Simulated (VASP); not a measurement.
Here is a VASP 6.6.1 calculation.

File INCAR:

```
PREC = Accurate
ENCUT = 520
EDIFF = 1E-6
ISMEAR = -1
SIGMA = 0.05
LREAL = F
LASPH = T
NELM = 100
ALGO = Normal
ISIF = 2
LWAVE = F
LCHARG = T
GGA = PE
LELF = T
LVHAR = T
NBANDS = 11
```

KPOINTS

```
Automatic mesh
0
Gamma
  12 12 12
```

POSCAR

```
Si
1.0
    0.0000000000      2.7218511865      2.7218511865
    2.7218511865      0.0000000000      2.7218511865
    2.7218511865      2.7218511865      0.0000000000
Si
2
Direct
    0.5000000000      0.5000000000      0.5000000000
    0.7500000000      0.7500000000      0.7500000000
```

Potentials or basis: VASP PAW PBE potentials, release 64 (Si).

The run is started by

```sh
$ cat potpaw_PBE.64/Si/POTCAR > POTCAR
$ mpirun -np 1 vasp_std > vasp.out
```

Question: What does it give for the pressure?

Answer: 1.3 GPa.

Question: Estimate the band gap on the k mesh.

Answer: 0.59 eV, indirect (least direct gap 2.56 eV).

A k mesh can miss the band edges. PBE gaps usually lie below the measured ones, often by a third to a half.
